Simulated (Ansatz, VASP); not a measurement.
# K3TaO3 in VASP and in Ansatz

```
K Ta O
1.0
     3.96935    2.29171    3.40903
    -3.96935    2.29171    3.40903
     0.00000   -4.58341    3.40903
K Ta O
3 1 3
Direct
  0.75409 0.26944 0.75409
  0.75409 0.75409 0.26944
  0.26944 0.75409 0.75409
  0.29684 0.29684 0.29684
  0.46385 0.06662 0.46385
  0.46385 0.46385 0.06662
  0.06662 0.46385 0.46385
```

Alike in both runs: functional PBE; k mesh 2 × 2 × 2; occupations gaussian, width 0.15 eV; no spin polarisation.

Ansatz relaxed the structure, and its values are those at the end. VASP's run is a single point on that final structure, the one shown.

```csv
,VASP,Ansatz
version,VASP 6.6.1,Ansatz 0.2.0
potentials or method,"VASP PAW PBE potentials, release 64 (K_sv, Ta_sv_GW, O), cutoff 700 eV","scalar-relativistic, plane waves, PAW"
valence electrons in the cell,58,58
```

VASP gave:

```
gap on the k mesh at the Fermi level (eV) : 1.21
least direct gap on the mesh (eV)         : 1.44
pressure (GPa)                            : 0.5
rms of the force components (eV/Å)        : 0.065
```

Problem. Which values does Ansatz return?

Solution. gap on the k mesh at the Fermi level (eV): 1.20; least direct gap on the mesh (eV): 1.43; pressure (GPa): 0.4; rms of the force components (eV/Å): 0.037.

The k mesh is coarse, so the values compare programs but aren't converged. Spin-orbit coupling is off throughout.
